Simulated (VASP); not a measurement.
Input of a VASP 6.6.1 run:

File INCAR:

```
ALGO = Normal ; EDIFF = 1E-6
ENCUT = 520 ; GGA = PS
GGA_COMPAT = F ; ISIF = 2
ISMEAR = -1 ; ISYM = -1
LASPH = T ; LCHARG = F
LREAL = Auto ; LWAVE = F
NBANDS = 166 ; NELECT = 256.0
NELM = 120 ; PREC = Accurate
SIGMA = 0.05
```

The input KPOINTS:

```
explicit points
1
Reciprocal
  0.25000000   0.25000000   0.25000000 1
```

POSCAR

```
B32HN32
1.0
    7.2115910000      0.0000000000      0.0000000000
    0.0000000000      7.2115910000      0.0000000000
    0.0000000000      0.0000000000      7.2115910000
B N H
32 32 1
Direct
    0.0002180000      0.0006960000      0.9991380000
    0.9994400000      0.9999170000      0.4989420000
    0.0014650000      0.5004360000      0.0001810000
    0.9993030000      0.5002950000      0.4988040000
    0.4999570000      0.0019450000      0.0001850000
    0.4998140000      0.9997810000      0.4988040000
    0.5001670000      0.5006450000      0.9986930000
    0.4734660000      0.4739390000      0.4639050000
    0.2493470000      0.2498250000      0.9975610000
    0.2447980000      0.2452790000      0.4954050000
    0.2496850000      0.7509880000      0.9990620000
    0.2491750000      0.7503240000      0.5003210000
    0.7505090000      0.2501670000      0.9990610000
    0.7498510000      0.2496510000      0.5003180000
    0.7514940000      0.7519700000      0.0011630000
    0.7518210000      0.7523000000      0.4971680000
    0.2489490000      0.9990700000      0.2481170000
    0.2499190000      0.0006930000      0.7490360000
    0.2452440000      0.4982410000      0.2440400000
    0.2479760000      0.5019990000      0.7486400000
    0.7500450000      0.0003140000      0.2494490000
    0.7509660000      0.0017940000      0.7499450000
    0.7502150000      0.5012180000      0.2468910000
    0.7595630000      0.5015180000      0.7575810000
    0.9985900000      0.2494280000      0.2481150000
    0.0002140000      0.2503990000      0.7490350000
    0.9998350000      0.7505240000      0.2494520000
    0.0013130000      0.7514460000      0.7499460000
    0.4977610000      0.2457220000      0.2440410000
    0.5015160000      0.2484560000      0.7486400000
    0.5007360000      0.7506940000      0.2468930000
    0.5010460000      0.7600500000      0.7575880000
    0.1249690000      0.1254520000      0.1238440000
    0.1245140000      0.1249980000      0.6240290000
    0.1250210000      0.6257530000      0.1241790000
    0.1251380000      0.6258320000      0.6240320000
    0.6252700000      0.1255080000      0.1241820000
    0.6253490000      0.1256200000      0.6240310000
    0.6254300000      0.6259150000      0.1237740000
    0.6384460000      0.6389270000      0.6429330000
    0.3743710000      0.3748520000      0.1224520000
    0.3731060000      0.3735920000      0.6204710000
    0.3751600000      0.8755340000      0.1241130000
    0.3763350000      0.8756560000      0.6248570000
    0.8750490000      0.3756460000      0.1241080000
    0.8751760000      0.3768160000      0.6248540000
    0.8757970000      0.8762790000      0.1255230000
    0.8754700000      0.8759530000      0.6248550000
    0.3742330000      0.1240090000      0.3729910000
    0.3755240000      0.1263920000      0.8734440000
    0.3732540000      0.6245270000      0.3709200000
    0.3760400000      0.6265560000      0.8739460000
    0.8743880000      0.1258290000      0.3747770000
    0.8758240000      0.1263580000      0.8743310000
    0.8740620000      0.6250660000      0.3746110000
    0.8795430000      0.6269800000      0.8784180000
    0.1235250000      0.3747160000      0.3729890000
    0.1259120000      0.3760080000      0.8734430000
    0.1253510000      0.8748700000      0.3747820000
    0.1258720000      0.8763060000      0.8743300000
    0.6240520000      0.3737330000      0.3709200000
    0.6260700000      0.3765210000      0.8739470000
    0.6245830000      0.8745450000      0.3746100000
    0.6265030000      0.8800300000      0.8784270000
    0.5369780000      0.5375500000      0.6356780000
```

Potentials or basis: VASP PAW PBE potentials, release 64 (B, N, H).

Command:

```console
$ cat potpaw_PBE.64/B/POTCAR potpaw_PBE.64/N/POTCAR potpaw_PBE.64/H/POTCAR > POTCAR
$ mpirun -np 1 vasp_std > vasp.out
```

Task: Estimate the largest force.

Result: 0.049 eV/Å.

Forces in eV/Å, atoms in the order of the input:
```
B    0.000  0.000  0.002
B    0.001  0.001  0.002
B    0.001 -0.003  0.002
B    0.003  0.001  0.000
B   -0.003  0.002  0.003
B    0.001  0.003  0.000
B    0.001  0.001  0.002
B    0.007  0.007  0.007
B    0.000  0.001  0.002
B    0.003  0.003  0.004
B    0.002 -0.001  0.001
B    0.005  0.002 -0.004
B   -0.001  0.002  0.000
B   -0.001  0.007 -0.004
B    0.001  0.001 -0.002
B   -0.009 -0.009  0.011
B    0.000  0.001  0.001
B    0.000  0.002  0.000
B    0.003  0.002  0.004
B    0.007 -0.004 -0.002
B   -0.002  0.002  0.001
B    0.000  0.000 -0.001
B   -0.001 -0.005  0.006
B    0.005 -0.004 -0.002
B    0.000  0.001  0.001
B    0.002  0.002 -0.001
B    0.000  0.000  0.001
B    0.000  0.001 -0.002
B    0.002  0.004  0.004
B   -0.005  0.008 -0.002
B   -0.004  0.001  0.006
B   -0.005  0.007 -0.001
N    0.000  0.000  0.000
N   -0.001 -0.002  0.002
N   -0.001  0.003 -0.001
N   -0.005 -0.002 -0.002
N    0.004 -0.003 -0.002
N   -0.001 -0.006 -0.002
N   -0.001 -0.002 -0.003
N    0.022  0.021 -0.026
N   -0.001 -0.001 -0.002
N   -0.001 -0.003  0.015
N   -0.001 -0.001 -0.002
N   -0.002 -0.003  0.000
N    0.000 -0.001 -0.001
N   -0.003 -0.003 -0.001
N    0.002  0.001  0.000
N    0.001  0.000  0.002
N    0.001 -0.002 -0.001
N   -0.001 -0.002  0.000
N   -0.007  0.016 -0.002
N   -0.003 -0.002  0.000
N    0.001 -0.002 -0.002
N    0.000 -0.001  0.000
N    0.001 -0.002 -0.004
N    0.001  0.006  0.003
N   -0.001  0.000 -0.001
N   -0.002 -0.001 -0.001
N   -0.001 -0.001 -0.002
N    0.000  0.000  0.001
N    0.016 -0.006 -0.002
N   -0.001 -0.004 -0.001
N   -0.001  0.000 -0.003
N    0.006  0.000  0.001
H   -0.034 -0.035 -0.005
```

Caveat: the cell carries a net charge on a neutralising background, which shifts energy and pressure; the PAW data sets were made with another functional, which shifts forces and pressure a little.
